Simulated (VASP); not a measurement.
A run of VASP 6.6.1 is set up as follows.

INCAR

```
PREC     = Accurate       # precision mode
ENCUT    = 520            # plane-wave cutoff, eV
EDIFF    = 1E-6           # SCF threshold, eV
ISMEAR   = 0              # smearing method
SIGMA    = 0.01           # smearing width, eV
LREAL    = F              # projectors in reciprocal space
LASPH    = T              # aspherical terms in the spheres
NELM     = 100            # most SCF steps
ALGO     = Normal         # electronic algorithm
ISIF     = 2              # what is computed and relaxed
LWAVE    = F              # write WAVECAR
LCHARG   = T              # write CHGCAR
GGA      = PE             # functional
LELF     = T              # ELF
LVHAR    = T            
NBANDS   = 17             # bands
```

Contents of KPOINTS:

```
Automatic mesh
0
Gamma
  10 10 10
```

Contents of POSCAR:

```
SnTe
1.0
    0.0000000000      3.2382365225      3.2382365225
    3.2382365225      0.0000000000      3.2382365225
    3.2382365225      3.2382365225      0.0000000000
Sn Te
1 1
Direct
    0.0000000000      0.0000000000      0.0000000000
    0.5000000000      0.5000000000      0.5000000000
```

Potentials or basis: VASP PAW PBE potentials, release 64 (Sn_d, Te).

The run is started by

```console
$ cat potpaw_PBE.64/Sn_d/POTCAR potpaw_PBE.64/Te/POTCAR > POTCAR
$ mpirun -np 1 vasp_std > vasp.out
```

(1) What does it give for the pressure?

(2) Predict the band gap on the k mesh.

Results:

(1) -1.2 GPa.

(2) 0.13 eV, direct.

Caveat: spin-orbit coupling is left out, which moves the levels of the heavy elements.
